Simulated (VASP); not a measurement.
# Ni (Fm-3m) in VASP: a series of runs

Runs on Ni. Level: PBE. Tasks: single point.

All numbers are computed with VASP 6.6.1; they aren't measurements. Logs are shortened: lines on timing, memory, paths and dates and some standing lists are left out, and cuts for length are marked.

### 1 The cell of the first run

It takes space group Fm-3m (No. 225, cubic). The conventional cell has a = 3.532 Å, b = 3.532 Å, c = 3.532 Å, α = 90.00°, β = 90.00°, γ = 90.00°. Ni (site symmetry m-3m) has 12 Ni at 2.50 Å within 3.3 Å.

### 2 Single point, PBE, collinear spin, ferromagnetic start

File INCAR:

```
SYSTEM = Ni
ALGO = Normal ; EDIFF = 1E-6
ENCUT = 520 ; GGA = PE
ISIF = 2 ; ISMEAR = -1
ISPIN = 2 ; LASPH = .True.
LCHARG = .False. ; LMAXMIX = 4
LORBIT = 11 ; LREAL = .False.
LWAVE = .False. ; MAGMOM = 2
NBANDS = 15 ; NELM = 150
PREC = Accurate ; SIGMA = 0.1
```

File KPOINTS:

```
k-points
0
Gamma
  7 7 7
  0 0 0
```

File POSCAR:

```
Ni
1.0
    0.0000000000      1.7659800000      1.7659800000
    1.7659800000      0.0000000000      1.7659800000
    1.7659800000      1.7659800000      0.0000000000
Ni
1
Direct
    0.0000000000      0.0000000000      0.0000000000
```

Potentials or basis: VASP PAW PBE potentials, release 64 (Ni).

Started as:

```sh
$ cat potpaw_PBE.64/Ni/POTCAR > POTCAR
$ mpirun -np 1 vasp_std > vasp.out
```

OUTCAR:

```text
SYSTEM = Ni
   EDIFF = 1E-6
   ENCUT = 520
   GGA = PE
   ISIF = 2
   ISMEAR = -1
   ISPIN = 2
   LASPH = .True.
   LORBIT = 11
   LREAL = .False.
   NELM = 150
   PREC = Accurate

 ion  position               nearest neighbor table
   1  0.000  0.000  0.000-

  LATTYP: Found a face centered cubic cell.
 ALAT       =     3.5319600000

  Lattice vectors:

 A1 = (   0.0000000000,   1.7659800000,   1.7659800000)
 A2 = (   1.7659800000,   0.0000000000,   1.7659800000)
 A3 = (   1.7659800000,   1.7659800000,   0.0000000000)

Analysis of symmetry for initial positions (statically):
=====================================================================
 Subroutine PRICEL returns:
 Original cell was already a primitive cell.

 Routine SETGRP: Setting up the symmetry group for a
 face centered cubic supercell.

 Subroutine GETGRP returns: Found 48 space group operations
 (whereof 48 operations were pure point group operations)
 out of a pool of 48 trial point group operations.

The static configuration has the point symmetry O_h .

Analysis of symmetry for dynamics (positions and initial velocities):
=====================================================================
 Subroutine PRICEL returns:
 Original cell was already a primitive cell.

 Routine SETGRP: Setting up the symmetry group for a
 face centered cubic supercell.

 Subroutine GETGRP returns: Found 48 space group operations
 (whereof 48 operations were pure point group operations)
 out of a pool of 48 trial point group operations.

The dynamic configuration has the point symmetry O_h .

Analysis of structural, dynamic, and magnetic symmetry:
=====================================================================
 Subroutine PRICEL returns:
 Original cell was already a primitive cell.

 Routine SETGRP: Setting up the symmetry group for a
 face centered cubic supercell.

 Subroutine GETGRP returns: Found 48 space group operations
 (whereof 48 operations were pure point group operations)
 out of a pool of 48 trial point group operations.

The overall configuration has the point symmetry O_h .

 Subroutine INISYM returns: Found 48 space group operations
 (whereof 48 operations are pure point group operations),
 and found     1 'primitive' translations

----------------------------------------------------------------------------------------

                                     Primitive cell

  volume of cell :      11.0151

  direct lattice vectors                    reciprocal lattice vectors
     0.000000000  1.765980000  1.765980000    -0.283128914  0.283128914  0.283128914
     1.765980000  0.000000000  1.765980000     0.283128914 -0.283128914  0.283128914
     1.765980000  1.765980000  0.000000000     0.283128914  0.283128914 -0.283128914

  length of vectors
     2.497472867  2.497472867  2.497472867     0.490393665  0.490393665  0.490393665

  position of ions in fractional coordinates (direct lattice)
     0.000000000  0.000000000  0.000000000

  ion indices of the primitive-cell ions
   primitive index   ion index
                 1           1

----------------------------------------------------------------------------------------

 KPOINTS: k-points

Automatic generation of k-mesh.
 Grid dimensions read from file:
 generate k-points for:    7    7    7

 Generating k-lattice:

  Cartesian coordinates                     Fractional coordinates (reciprocal lattice)
    -0.040446988  0.040446988  0.040446988     0.142857143  0.000000000  0.000000000
     0.040446988 -0.040446988  0.040446988     0.000000000  0.142857143  0.000000000
     0.040446988  0.040446988 -0.040446988     0.000000000  0.000000000  0.142857143

  Length of vectors
     0.070056238  0.070056238  0.070056238

  Shift w.r.t. Gamma in fractional coordinates (k-lattice)
     0.000000000  0.000000000  0.000000000

 Subroutine IBZKPT returns following result:
 ===========================================

 Found     20 irreducible k-points:

 Following reciprocal coordinates:
            Coordinates               Weight
  0.000000  0.000000  0.000000      1.000000
  0.142857  0.000000  0.000000      8.000000
  0.285714  0.000000  0.000000      8.000000
  0.428571  0.000000  0.000000      8.000000
  0.142857  0.142857  0.000000      6.000000
  0.285714  0.142857  0.000000     24.000000
[... 12 lines left out ...]
 -0.428571  0.428571  0.142857     24.000000
 -0.285714  0.428571  0.142857     24.000000
   k-points           NKPTS =     20   k-points in BZ     NKDIM =     20   number of bands    NBANDS=     15
   number of dos      NEDOS =    301   number of ions     NIONS =      1
   total plane-waves  NPLWV =   8000
   dimension x,y,z NGX =    20 NGY =   20 NGZ =   20
   dimension x,y,z NGXF=    40 NGYF=   40 NGZF=   40
   ions per type =               1
   NGX,Y,Z   is equivalent  to a cutoff of  13.31, 13.31, 13.31 a.u.
   NGXF,Y,Z  is equivalent  to a cutoff of  26.63, 26.63, 26.63 a.u.
 SYSTEM =  Ni
   PREC   = accura    normal or accurate (medium, high low for compatibility)
   ISTART =      0    job   : 0-new  1-cont  2-samecut
   ICHARG =      2    charge: 1-file 2-atom 10-const
   ISPIN  =      2    spin polarized calculation?
   LNONCOLLINEAR =      F non collinear calculations
   LSORBIT =      F    spin-orbit coupling
   LASPH  =      T    aspherical Exc in radial PAW
   ENCUT  =  520.0 eV  38.22 Ry    6.18 a.u.   4.64  4.64  4.64*2*pi/ulx,y,z
   NELM   =    150;   NELMIN=  2; NELMDL= -5     # of ELM steps
   EDIFF  = 0.1E-05   stopping-criterion for ELM
   LREAL  =      F    real-space projection
   EDIFFG = 0.1E-04   stopping-criterion for IOM
   NSW    =      0    number of steps for IOM
   IBRION =     -1    ionic relax: 0-MD 1-quasi-New 2-CG
   NFREE  =      0    steps in history (QN), initial steepest desc. (CG)
   ISIF   =      2    stress and relaxation
   ISYM   =      2    0-nonsym 1-usesym 2-fastsym
   POTIM  = 0.5000    time-step for ionic-motion
   TEBEG  =    0.0;   TEEND  =   0.0 temperature during run
   PSTRESS=    0.0 pullay stress
   NELECT =      10.0000    total number of electrons
   NUPDOWN=      -1.0000    fix difference up-down
   EMIN   =  10.00;   EMAX   =-10.00  energy-range for DOS
   EFERMI =   0.00;   METHOD = LEGACY
   ISMEAR =    -1;   SIGMA  =   0.10  broadening in eV -4-tet -1-fermi 0-gaus
   EFERMI_NEDOS =   21; number of points for ismear=-14 and -15
   IALGO  =     38    algorithm
   IMIX   =      4    mixing-type and parameters
     AMIX     =   0.40;   BMIX     =  1.00
     AMIX_MAG =   1.60;   BMIX_MAG =  1.00
  volume/ion in A,a.u.               =      11.02        74.33
  Fermi-wavevector in a.u.,A,eV,Ry     =   1.585182  2.995559 34.188734  2.512801
  Thomas-Fermi vector in A             =   2.684686
   LORBIT       =     11    0 simple, 1 ext, 2 COOP (PROOUT), +10 PAW based schemes
   GGA     = PE    functional components
   LHFCALC =     F    Hartree Fock is set to
   AEXX    =    0.0000 exact exchange contribution
   IVDW    =     0    specifies the selected vdW correction
   LEPSILON=     F    determine dielectric tensor
   LRPA    =     F    only Hartree local field effects (RPA)
 spin polarized calculation
  energy-cutoff  :      520.00
  volume of cell :       11.02
 maximum number of plane-waves:       307
   NGX =  9   NGY =  9   NGZ =  9

 number of electron      10.0000010 magnetization       0.5358076

 Free energy of the ion-electron system (eV)
  ---------------------------------------------------
  ext. energy  EPLUGINS =         0.00000000
  ---------------------------------------------------
  free energy    TOTEN  =        -5.49344049 eV

  energy without entropy =       -5.43634440  energy(sigma->0) =       -5.46489244

 E-fermi :   9.2117     XC(G=0): -13.1813

 val. band max:        9.2005649292   @ k =   0.4286   0.4286   0.0000
 cond. band min:       9.2176271105   @ k =  -0.2857   0.1429   0.0000
 fundamental gap:      0.0170621813
 Fermi energy:         9.2117085928

 spin component 1

 k-point     1 :       0.0000    0.0000    0.0000
  band No.  band energies     occupation
      1       0.2792      1.00000
      2       6.8690      1.00000
      3       6.8690      1.00000
      4       6.8691      1.00000
      5       8.0169      0.99999
      6       8.0169      0.99999
      7      32.8145      0.00000
      8      36.5869      0.00000
      9      36.5869      0.00000
     10      36.5869      0.00000
     11      39.4998      0.00000
     12      39.4998      0.00000
     13      39.4998      0.00000
     14      42.4647      0.00000
     15      48.6548      0.00000

 k-point     2 :       0.1429    0.0000    0.0000
  band No.  band energies     occupation
      1       1.0552      1.00000
      2       6.6926      1.00000
      3       7.0143      1.00000
      4       7.0143      1.00000
      5       7.9713      1.00000
      6       7.9713      1.00000
      7      28.9694      0.00000
      8      33.6892      0.00000
      9      35.3617      0.00000
     10      35.3618      0.00000
     11      40.6640      0.00000
     12      41.2896      0.00000
     13      41.2896      0.00000
     14      45.0274      0.00000
     15      45.0274      0.00000
[... 292 lines left out ...]
      2       5.5450      1.00000
      3       7.1940      1.00000
      4       8.3185      0.99987
      5       8.6704      0.99556
      6      12.5162      0.00000
      7      20.5142      0.00000
      8      20.6018      0.00000
      9      21.9099      0.00000
     10      33.8076      0.00000
     11      36.9632      0.00000
     12      45.3393      0.00000
     13      52.9138      0.00000
     14      55.6858      0.00000
     15      55.8852      0.00000

 k-point    20 :      -0.2857    0.4286    0.1429
  band No.  band energies     occupation
      1       5.5977      1.00000
      2       5.8886      1.00000
      3       6.5604      1.00000
      4       7.9769      1.00000
      5       8.6671      0.99570
      6      15.7756      0.00000
      7      16.2306      0.00000
      8      19.4231      0.00000
      9      22.7706      0.00000
     10      35.5958      0.00000
     11      41.9005      0.00000
     12      42.7985      0.00000
     13      47.5546      0.00000
     14      53.3380      0.00000
     15      55.5050      0.00000
 Fermi energy:         9.2117085928

 spin component 2

 k-point     1 :       0.0000    0.0000    0.0000
  band No.  band energies     occupation
      1       0.2418      1.00000
      2       7.5184      1.00000
      3       7.5184      1.00000
      4       7.5184      1.00000
      5       8.5177      0.99903
      6       8.5177      0.99903
      7      32.6620      0.00000
      8      36.5666      0.00000
      9      36.5666      0.00000
     10      36.5666      0.00000
     11      39.5784      0.00000
     12      39.5784      0.00000
     13      39.5784      0.00000
     14      42.3563      0.00000
     15      48.8166      0.00000

 k-point     2 :       0.1429    0.0000    0.0000
  band No.  band energies     occupation
      1       1.0197      1.00000
      2       7.3175      1.00000
      3       7.6623      1.00000
      4       7.6623      1.00000
      5       8.4762      0.99936
      6       8.4762      0.99936
      7      29.0091      0.00000
      8      33.5796      0.00000
      9      35.4029      0.00000
     10      35.4029      0.00000
     11      40.6101      0.00000
     12      41.2755      0.00000
     13      41.2755      0.00000
     14      45.1729      0.00000
     15      45.1729      0.00000
[... 293 lines left out ...]
      3       7.7123      1.00000
      4       8.8181      0.98086
      5       9.4062      0.12506
      6      12.7483      0.00000
      7      20.6351      0.00000
      8      20.7108      0.00000
      9      21.9791      0.00000
     10      33.8336      0.00000
     11      37.0504      0.00000
     12      45.3206      0.00000
     13      53.1770      0.00000
     14      55.6093      0.00000
     15      56.3427      0.00000

 k-point    20 :      -0.2857    0.4286    0.1429
  band No.  band energies     occupation
      1       5.9273      1.00000
      2       6.3899      1.00000
      3       7.0871      1.00000
      4       8.4601      0.99946
      5       9.4037      0.12788
      6      15.9485      0.00000
      7      16.3900      0.00000
      8      19.5621      0.00000
      9      22.8516      0.00000
     10      35.6117      0.00000
     11      41.8682      0.00000
     12      42.8589      0.00000
     13      47.6981      0.00000
     14      53.2680      0.00000
     15      56.7162      0.00000

------------------------ aborting loop because EDIFF is reached ----------------------------------------

  FORCE on cell =-STRESS in cart. coord.  units (eV):
  Direction    XX          YY          ZZ          XY          YZ          ZX
  --------------------------------------------------------------------------------------
  -------------------------------------------------------------------------------------
  Total       -0.1565199     -0.1565199     -0.1565199      0.0000000      0.0000000      0.0000000
  in kB      -22.7663166    -22.7663166    -22.7663166      0.0000000      0.0000000      0.0000000
  external PRESSURE =     -22.7663166 kB  Pullay stress =       0.0000000 kB

 VOLUME and BASIS-vectors are now :
 -----------------------------------------------------------------------------
  energy-cutoff  :      520.00
  volume of cell :       11.02
      direct lattice vectors                 reciprocal lattice vectors
     0.000000000  1.765980000  1.765980000    -0.283128914  0.283128914  0.283128914
     1.765980000  0.000000000  1.765980000     0.283128914 -0.283128914  0.283128914
     1.765980000  1.765980000  0.000000000     0.283128914  0.283128914 -0.283128914

 POSITION                                       TOTAL-FORCE (eV/Angst)
 -----------------------------------------------------------------------------------
      0.00000      0.00000      0.00000         0.000000      0.000000      0.000000
 -----------------------------------------------------------------------------------
    total drift:                                0.000000      0.000000      0.000000

  FREE ENERGIE OF THE ION-ELECTRON SYSTEM (eV)
  ---------------------------------------------------
  free  energy   TOTEN  =        -5.4934404854 eV

  energy  without entropy=       -5.4363444021  energy(sigma->0) =       -5.46489244

 total charge

# of ion       s       p       d       tot
------------------------------------------
    1        0.489   0.485   8.315   9.289

 magnetization (x)

# of ion       s       p       d       tot
------------------------------------------
    1       -0.007  -0.023   0.578   0.548
```

Wall time 19 s (1 thread of Intel Xeon 8259CL, shared host); peak memory 0.13 GiB.

Results:

```yaml
Free_energy: -5.4934 eV
Pressure: -2.3 GPa
Net_moment: 0.54 μB per cell
Site_moments: Ni +0.55 μB
Valence_electrons_inside_the_program's_atomic_spheres: Ni 9.29
```

Levels at points of the mesh, in eV from the Fermi level:
Spin up:
| k point | band 2 | band 3 | band 4 | band 5 | band 6 | band 7 | band 8 | band 9 |
| --- | --- | --- | --- | --- | --- | --- | --- | --- |
| (0.00, 0.00, 0.00) | -2.34 | -2.34 | -2.34 | -1.19 | -1.19 | 23.60 | 27.38 | 27.38 |
Spin down:
| k point | band 3 | band 4 | band 5 | band 6 | band 7 | band 8 |
| --- | --- | --- | --- | --- | --- | --- |
| (0.00, 0.00, 0.00) | -1.69 | -1.69 | -0.69 | -0.69 | 23.45 | 27.35 |

Caveat: the k points lie up to 0.44 Å⁻¹ apart.

(Continued in part 2 of 2.)
